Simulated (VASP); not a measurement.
# Rb (Im-3m) in VASP: a series of runs

The runs below take Rb through single point, with BLYP, r2SCAN, PBEsol.

Program: VASP 6.6.1. These are calculated values, not measurements. Logs are shortened: lines on timing, memory, paths and dates and some standing lists are left out, and cuts for length are marked.

## (1) The cell of the first run

The structure is cubic, space group Im-3m (No. 229). The conventional cell has a = 5.605 Å, b = 5.605 Å, c = 5.605 Å, α = 90.00°, β = 90.00°, γ = 90.00°.

## (2) Single point, BLYP

INCAR reads:

```
PREC = Accurate ; ENCUT = 520
EDIFF = 1E-6 ; ISMEAR = -1
SIGMA = 0.05 ; LREAL = False
LASPH = True ; NELM = 80
ALGO = Normal ; ISIF = 2
LWAVE = False ; LCHARG = False
GGA = B5 ; ALDAX = 1.0
AGGAX = 1.0 ; AGGAC = 1.0
ALDAC = 0.0 ; NBANDS = 10
```

KPOINTS reads:

```
Automatic mesh
0
Gamma
  4 4 4
```

POSCAR reads:

```
Rb
1.0
   -2.8025000000      2.8025000000      2.8025000000
    2.8025000000     -2.8025000000      2.8025000000
    2.8025000000      2.8025000000     -2.8025000000
Rb
1
Direct
    0.0000000000      0.0000000000      0.0000000000
```

Potentials or basis: VASP PAW PBE potentials, release 64 (Rb_sv).

Started as:

```
cat potpaw_PBE.64/Rb_sv/POTCAR > POTCAR
mpirun -np 1 vasp_std > vasp.out
```

OUTCAR:

```text
PREC = Accurate
   ENCUT = 520
   EDIFF = 1E-6
   ISMEAR = -1
   LREAL = False
   LASPH = True
   NELM = 80
   ISIF = 2
   GGA = B5

 ion  position               nearest neighbor table
   1  0.000  0.000  0.000-

  LATTYP: Found a body centered cubic cell.
 ALAT       =     5.6050000000

  Lattice vectors:

 A1 = (  -2.8025000000,   2.8025000000,   2.8025000000)
 A2 = (   2.8025000000,  -2.8025000000,   2.8025000000)
 A3 = (   2.8025000000,   2.8025000000,  -2.8025000000)

Analysis of symmetry for initial positions (statically):
=====================================================================
 Subroutine PRICEL returns:
 Original cell was already a primitive cell.

 Routine SETGRP: Setting up the symmetry group for a
 body centered cubic supercell.

 Subroutine GETGRP returns: Found 48 space group operations
 (whereof 48 operations were pure point group operations)
 out of a pool of 48 trial point group operations.

The static configuration has the point symmetry O_h .

Analysis of symmetry for dynamics (positions and initial velocities):
=====================================================================
 Subroutine PRICEL returns:
 Original cell was already a primitive cell.

 Routine SETGRP: Setting up the symmetry group for a
 body centered cubic supercell.

 Subroutine GETGRP returns: Found 48 space group operations
 (whereof 48 operations were pure point group operations)
 out of a pool of 48 trial point group operations.

The dynamic configuration has the point symmetry O_h .

 Subroutine INISYM returns: Found 48 space group operations
 (whereof 48 operations are pure point group operations),
 and found     1 'primitive' translations

----------------------------------------------------------------------------------------

                                     Primitive cell

  volume of cell :      88.0434

  direct lattice vectors                    reciprocal lattice vectors
    -2.802500000  2.802500000  2.802500000     0.000000000  0.178412132  0.178412132
     2.802500000 -2.802500000  2.802500000     0.178412132  0.000000000  0.178412132
     2.802500000  2.802500000 -2.802500000     0.178412132  0.178412132  0.000000000

  length of vectors
     4.854072388  4.854072388  4.854072388     0.252312857  0.252312857  0.252312857

  position of ions in fractional coordinates (direct lattice)
     0.000000000  0.000000000  0.000000000

  ion indices of the primitive-cell ions
   primitive index   ion index
                 1           1

----------------------------------------------------------------------------------------

 KPOINTS: Automatic mesh

Automatic generation of k-mesh.
 Grid dimensions read from file:
 generate k-points for:    4    4    4

 Generating k-lattice:

  Cartesian coordinates                     Fractional coordinates (reciprocal lattice)
     0.000000000  0.044603033  0.044603033     0.250000000  0.000000000  0.000000000
     0.044603033  0.000000000  0.044603033     0.000000000  0.250000000  0.000000000
     0.044603033  0.044603033  0.000000000     0.000000000  0.000000000  0.250000000

  Length of vectors
     0.063078214  0.063078214  0.063078214

  Shift w.r.t. Gamma in fractional coordinates (k-lattice)
     0.000000000  0.000000000  0.000000000

 Subroutine IBZKPT returns following result:
 ===========================================

 Found      8 irreducible k-points:

 Following reciprocal coordinates:
            Coordinates               Weight
  0.000000  0.000000  0.000000      1.000000
  0.250000  0.000000  0.000000     12.000000
  0.500000  0.000000  0.000000      6.000000
  0.250000  0.250000  0.000000     24.000000
  0.250000  0.250000  0.250000      2.000000
 -0.250000  0.250000  0.250000      6.000000
  0.500000  0.500000  0.250000     12.000000
  0.500000  0.500000  0.500000      1.000000
   k-points           NKPTS =      8   k-points in BZ     NKDIM =      8   number of bands    NBANDS=     10
   number of dos      NEDOS =    301   number of ions     NIONS =      1
   total plane-waves  NPLWV =  46656
   dimension x,y,z NGX =    36 NGY =   36 NGZ =   36
   dimension x,y,z NGXF=    72 NGYF=   72 NGZF=   72
   ions per type =               1
   NGX,Y,Z   is equivalent  to a cutoff of  12.33, 12.33, 12.33 a.u.
   NGXF,Y,Z  is equivalent  to a cutoff of  24.66, 24.66, 24.66 a.u.
 SYSTEM =  unknown system
   PREC   = accura    normal or accurate (medium, high low for compatibility)
   ISTART =      0    job   : 0-new  1-cont  2-samecut
   ICHARG =      2    charge: 1-file 2-atom 10-const
   ISPIN  =      1    spin polarized calculation?
   LNONCOLLINEAR =      F non collinear calculations
   LSORBIT =      F    spin-orbit coupling
   LASPH  =      T    aspherical Exc in radial PAW
   ENCUT  =  520.0 eV  38.22 Ry    6.18 a.u.   9.03  9.03  9.03*2*pi/ulx,y,z
   NELM   =     80;   NELMIN=  2; NELMDL= -5     # of ELM steps
   EDIFF  = 0.1E-05   stopping-criterion for ELM
   LREAL  =      F    real-space projection
   EDIFFG = 0.1E-04   stopping-criterion for IOM
   NSW    =      0    number of steps for IOM
   IBRION =     -1    ionic relax: 0-MD 1-quasi-New 2-CG
   NFREE  =      0    steps in history (QN), initial steepest desc. (CG)
   ISIF   =      2    stress and relaxation
   ISYM   =      2    0-nonsym 1-usesym 2-fastsym
   POTIM  = 0.5000    time-step for ionic-motion
   TEBEG  =    0.0;   TEEND  =   0.0 temperature during run
   PSTRESS=    0.0 pullay stress
   NELECT =       9.0000    total number of electrons
   NUPDOWN=      -1.0000    fix difference up-down
   EMIN   =  10.00;   EMAX   =-10.00  energy-range for DOS
   EFERMI =   0.00;   METHOD = LEGACY
   ISMEAR =    -1;   SIGMA  =   0.05  broadening in eV -4-tet -1-fermi 0-gaus
   EFERMI_NEDOS =   21; number of points for ismear=-14 and -15
   IALGO  =     38    algorithm
   IMIX   =      4    mixing-type and parameters
     AMIX     =   0.40;   BMIX     =  1.00
     AMIX_MAG =   1.60;   BMIX_MAG =  1.00
  volume/ion in A,a.u.               =      88.04       594.15
  Fermi-wavevector in a.u.,A,eV,Ry     =   0.765462  1.446513  7.972081  0.585931
  Thomas-Fermi vector in A             =   1.865587
   LORBIT       =      0    0 simple, 1 ext, 2 COOP (PROOUT), +10 PAW based schemes
   GGA     = B5    functional components
   LHFCALC =     F    Hartree Fock is set to
   AEXX    =    0.0000 exact exchange contribution
   IVDW    =     0    specifies the selected vdW correction
   LEPSILON=     F    determine dielectric tensor
   LRPA    =     F    only Hartree local field effects (RPA)
 non-spin polarized calculation
  energy-cutoff  :      520.00
  volume of cell :       88.04
 maximum number of plane-waves:      2390
   NGX = 19   NGY = 19   NGZ = 19

 number of electron       9.0000000 magnetization

 Free energy of the ion-electron system (eV)
  ---------------------------------------------------
  ext. energy  EPLUGINS =         0.00000000
  ---------------------------------------------------
  free energy    TOTEN  =        -0.54696591 eV

  energy without entropy =       -0.51990973  energy(sigma->0) =       -0.53343782

 E-fermi :   0.5168     XC(G=0):  -5.1515

 val. band max:        0.5098081547   @ k =   0.2500   0.2500   0.0000
 cond. band min:       0.6965917118   @ k =   0.5000   0.0000   0.0000
 fundamental gap:      0.1867835571
 Fermi energy:         0.5168175289

 k-point     1 :       0.0000    0.0000    0.0000
  band No.  band energies     occupation
      1     -28.4837      2.00000
      2     -12.5762      2.00000
      3     -12.5762      2.00000
      4     -12.5762      2.00000
      5      -1.4997      2.00000
      6       4.0034      0.00000
      7       4.0034      0.00000
      8       4.0034      0.00000
      9       4.9804      0.00000
     10       4.9804      0.00000

 k-point     2 :       0.2500    0.0000    0.0000
  band No.  band energies     occupation
      1     -28.4812      2.00000
      2     -12.6309      2.00000
      3     -12.5944      2.00000
      4     -12.5762      2.00000
      5      -0.7661      2.00000
      6       2.9489      0.00000
      7       3.3954      0.00000
      8       4.7008      0.00000
      9       4.7870      0.00000
     10       4.9600      0.00000

 k-point     3 :       0.5000    0.0000    0.0000
  band No.  band energies     occupation
      1     -28.4787      2.00000
      2     -12.6841      2.00000
      3     -12.6124      2.00000
      4     -12.5761      2.00000
      5       0.6966      0.05343
      6       1.4306      0.00000
      7       2.9830      0.00000
      8       4.5923      0.00000
      9       5.5172      0.00000
     10       5.8802      0.00000

 k-point     4 :       0.2500    0.2500    0.0000
  band No.  band energies     occupation
      1     -28.4787      2.00000
      2     -12.6643      2.00000
      3     -12.6214      2.00000
      4     -12.5873      2.00000
      5       0.5098      1.06998
      6       2.1275      0.00000
      7       2.5023      0.00000
      8       4.5924      0.00000
      9       4.8172      0.00000
     10       5.5717      0.00000

 k-point     5 :       0.2500    0.2500    0.2500
  band No.  band energies     occupation
      1     -28.4785      2.00000
      2     -12.6290      2.00000
      3     -12.6290      2.00000
      4     -12.6290      2.00000
      5       1.8617      0.00000
      6       1.8617      0.00000
      7       1.8617      0.00000
      8       2.9557      0.00000
      9       5.6094      0.00000
     10       5.6094      0.00000

 k-point     6 :      -0.2500    0.2500    0.2500
  band No.  band energies     occupation
      1     -28.4790      2.00000
      2     -12.6324      2.00000
      3     -12.6139      2.00000
      4     -12.6139      2.00000
      5      -0.0853      1.99999
      6       2.8231      0.00000
      7       3.5055      0.00000
      8       3.5055      0.00000
      9       4.8281      0.00000
     10       4.8781      0.00000

 k-point     7 :       0.5000    0.5000    0.2500
  band No.  band energies     occupation
      1     -28.4767      2.00000
      2     -12.6690      2.00000
      3     -12.6332      2.00000
      4     -12.6154      2.00000
      5       1.4218      0.00000
      6       1.5483      0.00000
      7       3.1202      0.00000
      8       3.3956      0.00000
      9       4.7185      0.00000
     10       6.0723      0.00000

 k-point     8 :       0.5000    0.5000    0.5000
  band No.  band energies     occupation
      1     -28.4748      2.00000
      2     -12.6538      2.00000
      3     -12.6538      2.00000
      4     -12.6538      2.00000
      5       1.7562      0.00000
      6       1.7562      0.00000
      7       3.8792      0.00000
      8       3.8792      0.00000
      9       3.8792      0.00000
     10       5.1279      0.00000

------------------------ aborting loop because EDIFF is reached ----------------------------------------

  FORCE on cell =-STRESS in cart. coord.  units (eV):
  Direction    XX          YY          ZZ          XY          YZ          ZX
  --------------------------------------------------------------------------------------
  -------------------------------------------------------------------------------------
  Total        0.1682715      0.1682715      0.1682715      0.0000000      0.0000000     -0.0000000
  in kB        3.0621339      3.0621339      3.0621339      0.0000000      0.0000000     -0.0000000
  external PRESSURE =       3.0621339 kB  Pullay stress =       0.0000000 kB

 VOLUME and BASIS-vectors are now :
 -----------------------------------------------------------------------------
  energy-cutoff  :      520.00
  volume of cell :       88.04
      direct lattice vectors                 reciprocal lattice vectors
    -2.802500000  2.802500000  2.802500000     0.000000000  0.178412132  0.178412132
     2.802500000 -2.802500000  2.802500000     0.178412132  0.000000000  0.178412132
     2.802500000  2.802500000 -2.802500000     0.178412132  0.178412132  0.000000000

 POSITION                                       TOTAL-FORCE (eV/Angst)
 -----------------------------------------------------------------------------------
      0.00000      0.00000      0.00000        -0.000000      0.000000      0.000000
 -----------------------------------------------------------------------------------
    total drift:                               -0.000000      0.000000      0.000000

  FREE ENERGIE OF THE ION-ELECTRON SYSTEM (eV)
  ---------------------------------------------------
  free  energy   TOTEN  =        -0.5469659078 eV

  energy  without entropy=       -0.5199097324  energy(sigma->0) =       -0.53343782
```

Wall time 20 s (1 thread of Intel Xeon 6975P-C, shared host); peak memory 0.19 GiB.

Results:

```yaml
Free_energy: -0.5470 eV
Pressure: 0.3 GPa
```

Caveat: the k points lie up to 0.40 Å⁻¹ apart; the PAW data sets were made with another functional, which shifts forces and pressure a little.

## (3) Single point, r2SCAN

POSCAR is that of step 2.

INCAR.step1 reads:

```
PREC     = Accurate       # precision mode
ENCUT    = 520            # plane-wave cutoff, eV
ISMEAR   = -1             # smearing method
SIGMA    = 0.05           # smearing width, eV
LREAL    = False          # projectors in reciprocal space
LASPH    = True           # aspherical terms in the spheres
NELM     = 80             # most SCF steps
NBANDS   = 10             # bands
GGA      = PE             # functional
ALGO     = Normal         # electronic algorithm
EDIFF    = 1E-4           # SCF threshold, eV
LWAVE    = True           # write WAVECAR
LCHARG   = False          # write CHGCAR
```

INCAR.step2 reads:

```
PREC     = Accurate       # precision mode
ENCUT    = 520            # plane-wave cutoff, eV
EDIFF    = 1E-6           # SCF threshold, eV
ISMEAR   = -1             # smearing method
SIGMA    = 0.05           # smearing width, eV
LREAL    = False          # projectors in reciprocal space
LASPH    = True           # aspherical terms in the spheres
NELM     = 80             # most SCF steps
ALGO     = Normal         # electronic algorithm
ISIF     = 2              # what is computed and relaxed
LWAVE    = False          # write WAVECAR
LCHARG   = False          # write CHGCAR
METAGGA  = R2SCAN         # meta-GGA
LMIXTAU  = True         
NBANDS   = 10             # bands
ISTART   = 1
```

KPOINTS reads:

```
regular mesh
0
Gamma
  4 4 4
```

Potentials or basis: VASP PAW PBE potentials, release 64 (Rb_sv).

Started as:

```
cat potpaw_PBE.64/Rb_sv/POTCAR > POTCAR
cp INCAR.step1 INCAR
mpirun -np 1 vasp_std > vasp.out
cp INCAR.step2 INCAR
mpirun -np 1 vasp_std > vasp.out
```

OUTCAR:

```text
PREC = Accurate
   ENCUT = 520
   EDIFF = 1E-6
   ISMEAR = -1
   LREAL = False
   LASPH = True
   NELM = 80
   ISIF = 2
   METAGGA = R2SCAN
   ISTART = 1

 ion  position               nearest neighbor table
   1  0.000  0.000  0.000-

  LATTYP: Found a body centered cubic cell.
 ALAT       =     5.6050000000

  Lattice vectors:

 A1 = (  -2.8025000000,   2.8025000000,   2.8025000000)
 A2 = (   2.8025000000,  -2.8025000000,   2.8025000000)
 A3 = (   2.8025000000,   2.8025000000,  -2.8025000000)

Analysis of symmetry for initial positions (statically):
=====================================================================
 Subroutine PRICEL returns:
 Original cell was already a primitive cell.

 Routine SETGRP: Setting up the symmetry group for a
 body centered cubic supercell.

 Subroutine GETGRP returns: Found 48 space group operations
 (whereof 48 operations were pure point group operations)
 out of a pool of 48 trial point group operations.

The static configuration has the point symmetry O_h .

[... 143 lines left out ...]
 cond. band min:       0.4898560273   @ k =   0.5000   0.0000   0.0000
 fundamental gap:      0.3581349364
 Fermi energy:         0.1400278624

 k-point     1 :       0.0000    0.0000    0.0000
  band No.  band energies     occupation
      1     -29.9135      2.00000
      2     -13.4002      2.00000
      3     -13.4002      2.00000
      4     -13.4002      2.00000
      5      -1.9839      2.00000
      6       4.2936      0.00000
      7       4.2936      0.00000
      8       4.2936      0.00000
      9       5.2866      0.00000
     10       5.2866      0.00000
[... 79 lines left out ...]
 k-point     8 :       0.5000    0.5000    0.5000
  band No.  band energies     occupation
      1     -29.9042      2.00000
      2     -13.4764      2.00000
      3     -13.4764      2.00000
      4     -13.4764      2.00000
      5       1.4290      0.00000
      6       1.4290      0.00000
      7       3.7678      0.00000
      8       3.7678      0.00000
      9       3.7678      0.00000
     10       5.9856      0.00000

------------------------ aborting loop because EDIFF is reached ----------------------------------------

  FORCE on cell =-STRESS in cart. coord.  units (eV):
  Direction    XX          YY          ZZ          XY          YZ          ZX
  --------------------------------------------------------------------------------------
  -------------------------------------------------------------------------------------
  Total        0.1721661      0.1721661      0.1721661      0.0000000      0.0000000     -0.0000000
  in kB        3.1330072      3.1330072      3.1330072      0.0000000      0.0000000     -0.0000000
  external PRESSURE =       3.1330072 kB  Pullay stress =       0.0000000 kB

 VOLUME and BASIS-vectors are now :
 -----------------------------------------------------------------------------
  energy-cutoff  :      520.00
  volume of cell :       88.04
      direct lattice vectors                 reciprocal lattice vectors
    -2.802500000  2.802500000  2.802500000     0.000000000  0.178412132  0.178412132
     2.802500000 -2.802500000  2.802500000     0.178412132  0.000000000  0.178412132
     2.802500000  2.802500000 -2.802500000     0.178412132  0.178412132  0.000000000

 POSITION                                       TOTAL-FORCE (eV/Angst)
 -----------------------------------------------------------------------------------
      0.00000      0.00000      0.00000        -0.000000      0.000000      0.000000
 -----------------------------------------------------------------------------------
    total drift:                               -0.000000      0.000000      0.000000

  FREE ENERGIE OF THE ION-ELECTRON SYSTEM (eV)
  ---------------------------------------------------
  free  energy   TOTEN  =       -13.8627560881 eV

  energy  without entropy=      -13.8368231270  energy(sigma->0) =      -13.84978961
```

OSZICAR.step1:

```text
N       E                     dE             d eps       ncg     rms          rms(c)
DAV:   1     0.435306321879E+02    0.43531E+02   -0.34134E+03   160   0.669E+02
DAV:   2     0.208447011049E+01   -0.41446E+02   -0.40749E+02   182   0.119E+02
DAV:   3    -0.744137917523E+00   -0.28286E+01   -0.28248E+01   234   0.342E+01
DAV:   4    -0.883116880439E+00   -0.13898E+00   -0.13856E+00   202   0.572E+00
DAV:   5    -0.884356652411E+00   -0.12398E-02   -0.12397E-02   230   0.585E-01    0.140E+00
DAV:   6    -0.884925661268E+00   -0.56901E-03   -0.19458E-03   210   0.245E-01    0.841E-01
DAV:   7    -0.885877039161E+00   -0.95138E-03   -0.31954E-03   188   0.324E-01    0.473E-02
DAV:   8    -0.885993077686E+00   -0.11604E-03   -0.11255E-04   184   0.829E-02    0.202E-02
DAV:   9    -0.886005765775E+00   -0.12688E-04   -0.11434E-05    92   0.267E-02
   1 F= -.88600577E+00 E0= -.87285184E+00  d E =-.263079E-01
```

Run time: 34 s. Hardware: 1 thread of Intel Xeon 6975P-C, shared host; peak memory 0.21 GiB.

Results:

* Free energy: -13.8628 eV
* Pressure: 0.3 GPa

Caveat: the k points lie up to 0.40 Å⁻¹ apart; the PAW data sets were made with another functional, which shifts forces and pressure a little.

[end of part 1 of 2]
